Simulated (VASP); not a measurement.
CdSe:

```
Cd Se
1.0
     0.00000    3.06778    3.06778
     3.06778    0.00000    3.06778
     3.06778    3.06778    0.00000
Cd Se
1 1
Direct
  0.00000 0.00000 0.00000
  0.25000 0.25000 0.25000
```

Base run:

```yaml
Program: VASP 6.6.1
Functional: PBEsol
Potentials_or_basis: VASP PAW PBE potentials, release 64 (Cd, Se)
Cutoff: 520 eV
k_mesh: 8 × 8 × 8
Occupations: gaussian, width 0.01 eV
Spin: no spin polarisation
```

Its results: band gap on the k mesh 0.43 eV, direct; pressure -1.0 GPa.

The run is repeated on the same cell with these changes: functional from PBEsol to r2SCAN; k mesh from 8 × 8 × 8 to 4 × 4 × 4. What comes out?

Band gap on the k mesh 1.01 eV, direct; pressure 0.4 GPa.

Several settings changed at once, so the effect can't be laid on one alone.

Caveats: some runs use coarse meshes; the PAW data sets were made with another functional, which shifts forces and pressure a little.

